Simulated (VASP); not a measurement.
Set up this calculation in VASP 6.6.1, as the native input.

```
Task                   : single point
Functional             : PBE
Potentials or basis    : VASP PAW PBE potentials, release 64 (Sr_sv, Re)
Cutoff                 : 520 eV
k mesh                 : 10 × 10 × 10
Occupations            : gaussian, width 0.05 eV
Spin                   : no spin polarisation
Dipole correction      : no
Further INCAR settings : ALGO = Normal; EDIFF = 1e-06; NBANDS = 16
```

The structure of SrRe lies in POSCAR:

```
SrRe
1.0
    3.7210064914      0.0000000000      0.0000000000
    0.0000000000      3.7210064914      0.0000000000
    0.0000000000      0.0000000000      3.7210064914
Sr Re
1 1
Direct
    0.0000000000      0.0000000000      0.0000000000
    0.5000000000      0.5000000000      0.5000000000
```

This cell differs from its parent crystal: volume scaled by 1.070.

One way to write it, as run:

INCAR

```
PREC = Accurate ; ENCUT = 520
EDIFF = 1E-6 ; ISMEAR = 0
SIGMA = 0.05 ; LREAL = False
LASPH = True ; NELM = 100
ALGO = Normal ; ISIF = 2
LWAVE = False ; LCHARG = False
GGA = PE ; NBANDS = 16
```

KPOINTS

```
regular mesh
0
Gamma
  10 10 10
```

Potentials or basis: VASP PAW PBE potentials, release 64 (Sr_sv, Re).

Run with:

```sh
$ cat potpaw_PBE.64/Sr_sv/POTCAR potpaw_PBE.64/Re/POTCAR > POTCAR
$ mpirun -np 1 vasp_std > vasp.out
```

It gave:

```
Pressure : -3.4 GPa
```

Wall time 26 s on 1 thread of Intel(R) Xeon(R) 6975P-C (Granite Rapids), on a shared host, peak memory 0.19 GiB.
